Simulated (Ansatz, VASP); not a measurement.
# Al7Si in VASP and in Ansatz

File INCAR:

```
  PREC = Accurate
  ENCUT = 520
  EDIFF = 1E-6
  ISMEAR = 0
  SIGMA = 0.1
  LREAL = F
  LASPH = T
  NELM = 100
  ALGO = Normal
  ISIF = 2
  LWAVE = F
  LCHARG = T
  GGA = PE
  LELF = T
  LVHAR = T
  NBANDS = 22
```

The input KPOINTS:

```
Automatic mesh
0
Gamma
  8 8 8
```

POSCAR

```
Al7Si
1.0
    0.0000000000      3.8942472091      3.8942472091
    3.8942472091      0.0000000000      3.8942472091
    3.8942472091      3.8942472091      0.0000000000
Al Si
7 1
Direct
    0.0000000000      0.0000000000      0.5000000000
    0.0000000000      0.5000000000      0.0000000000
    0.0000000000      0.5000000000      0.5000000000
    0.5000000000      0.0000000000      0.0000000000
    0.5000000000      0.0000000000      0.5000000000
    0.5000000000      0.5000000000      0.0000000000
    0.5000000000      0.5000000000      0.5000000000
    0.0000000000      0.0000000000      0.0000000000
```

Input for Ansatz:

```yaml
crystal:
  lattice:
    - [0.0, 3.8942472091, 3.8942472091]
    - [3.8942472091, 0.0, 3.8942472091]
    - [3.8942472091, 3.8942472091, 0.0]
  atoms:
    - { symbol: Al, position: [0.0, 0.0, 0.5] }
    - { symbol: Al, position: [0.0, 0.5, 0.0] }
    - { symbol: Al, position: [0.0, 0.5, 0.5] }
    - { symbol: Al, position: [0.5, 0.0, 0.0] }
    - { symbol: Al, position: [0.5, 0.0, 0.5] }
    - { symbol: Al, position: [0.5, 0.5, 0.0] }
    - { symbol: Al, position: [0.5, 0.5, 0.5] }
    - { symbol: Si, position: [0.0, 0.0, 0.0] }
basis:
  ecutwfc: 420
kpoints:
  mp_grid: { grid: [8, 8, 8] }
hamiltonian:
  xc: pbe
scf:
  occupations: { method: gaussian, width: 0.1 }
output:
  forces: true
  stress: true
  eigenvalues: true
```

Alike in both runs: task single point; functional PBE; k mesh 8 × 8 × 8; occupations gaussian, width 0.1 eV; no spin polarisation.

```csv
,VASP,Ansatz
version,VASP 6.6.1,Ansatz 0.2.0
potentials or method,"VASP PAW PBE potentials, release 64 (Al, Si), cutoff 520 eV","scalar-relativistic, plane waves, PAW"
valence electrons in the cell,25,25
```

|  | VASP | Ansatz | Ansatz less VASP |
| --- | --- | --- | --- |
| gap on the k mesh at the Fermi level (eV) | none | none | - |
| pressure (GPa) | 8.8 | 8.8 | +0.04 |

A gap of «none» marks a metal or a gap that the smearing closes.
